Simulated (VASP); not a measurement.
Write the native input for VASP 6.6.1 that does the following.

- Task: single point
- Functional: PBE
- Potentials or basis: VASP PAW PBE potentials, release 64 (P, C)
- Cutoff: 520 eV
- k mesh: 6 × 6 × 2
- Occupations: gaussian, width 0.1 eV
- Spin: no spin polarisation
- Dipole correction: no
- Further INCAR settings: ALGO = Normal; EDIFF = 1e-06; NBANDS = 18

The structure of PC4 lies in POSCAR:

```
PC4
1.0
    2.3117145893     -1.3540530381      0.3629723667
    2.3117145893      1.3540530381      0.3629723667
    0.7058414234      0.0000000000      5.7936615504
P C
1 4
Direct
    0.0000000000      0.0000000000      0.0000000000
    0.7265447967      0.7265447967      0.8128527031
    0.1852067119      0.1852067119      0.4495387639
    0.8147932881      0.8147932881      0.5504612361
    0.2734552033      0.2734552033      0.1871472969
```

The cell was built from a structure type or drawn by symmetry, and may not be a known phase.

The input as run:

INCAR

```
PREC     = Accurate       # precision mode
ENCUT    = 520            # plane-wave cutoff, eV
EDIFF    = 1E-6           # SCF threshold, eV
ISMEAR   = 0              # smearing method
SIGMA    = 0.1            # smearing width, eV
LREAL    = False          # projectors in reciprocal space
LASPH    = True           # aspherical terms in the spheres
NELM     = 80             # most SCF steps
ALGO     = Normal         # electronic algorithm
ISIF     = 2              # what is computed and relaxed
LWAVE    = False          # write WAVECAR
LCHARG   = False          # write CHGCAR
GGA      = PE             # functional
NBANDS   = 18             # bands
```

KPOINTS

```
regular mesh
0
Gamma
  6 6 2
```

Potentials or basis: VASP PAW PBE potentials, release 64 (P, C).

Run with:

```console
$ cat potpaw_PBE.64/P/POTCAR potpaw_PBE.64/C/POTCAR > POTCAR
$ mpirun -np 1 vasp_std > vasp.out
```

It gave:

```json
{
  "Pressure": "-0.3 GPa",
  "Largest force": "0.077 eV/Å",
  "Band gap on the k mesh": "zero (an odd number of electrons rules out a gap without spin polarisation)"
}
```

Caveat: the k points lie up to 0.56 Å⁻¹ apart, too coarse for converged energies and pressures of a metal.

Wall time 13 s on 1 thread of Intel(R) Xeon(R) Platinum 8488C (Sapphire Rapids), on a shared host, peak memory 0.15 GiB.
